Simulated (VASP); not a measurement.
Write the native input for VASP 6.6.1 that does the following.

* Task: single point
* Functional: LDA
* Potentials or basis: VASP PAW LDA potentials, release 64 (B, N)
* Cutoff: 600 eV
* k mesh: 5 × 5 × 4
* Occupations: gaussian, width 0.01 eV
* Spin: no spin polarisation
* Dipole correction: no
* Further INCAR settings: ALGO = Normal; EDIFF = 1e-06; NBANDS = 11

The structure of BN lies in POSCAR:

```
BN
1.0
    2.5080409200      0.0000000000      0.0000000000
   -1.2467107600      2.1762310400      0.0000000000
   -0.6306650800     -1.0881155200      3.0225400000
B N
1 1
Direct
    0.9796430000      0.9834990000      0.0018060000
    0.6685060000      0.3323850000      0.9849990000
```

The input as run:

INCAR

```
ALGO     = Normal         # electronic algorithm
EDIFF    = 1E-6           # SCF threshold, eV
ENCUT    = 600            # plane-wave cutoff, eV
GGA      = CA             # functional
GGA_COMPAT= False        
ISIF     = 2              # what is computed and relaxed
ISMEAR   = 0              # smearing method
LASPH    = True           # aspherical terms in the spheres
LCHARG   = True           # write CHGCAR
LELF     = True           # ELF
LREAL    = False          # projectors in reciprocal space
LVHAR    = True         
LWAVE    = False          # write WAVECAR
NBANDS   = 11             # bands
NELM     = 120            # most SCF steps
PREC     = Accurate       # precision mode
SIGMA    = 0.01           # smearing width, eV
```

KPOINTS

```
k-points
0
Gamma
  5 5 4
```

Potentials or basis: VASP PAW LDA potentials, release 64 (B, N).

Run with:

```sh
$ cat potpaw_LDA.64/B/POTCAR potpaw_LDA.64/N/POTCAR > POTCAR
$ mpirun -np 1 vasp_std > vasp.out
```

Results of the run:

```yaml
Pressure: -3.6 GPa
Largest_force: 2.708 eV/Å
Band_gap_on_the_k_mesh: 3.32 eV, indirect (least direct gap 4.67 eV)
```

Caveat: the k points lie up to 0.61 Å⁻¹ apart; forces of over 1 eV/Å act on the atoms, so gaps and moduli don't describe the material at rest.

It took 7.8 s on 1 thread of Intel Xeon 6975P-C (shared host), peak memory 0.12 GiB.
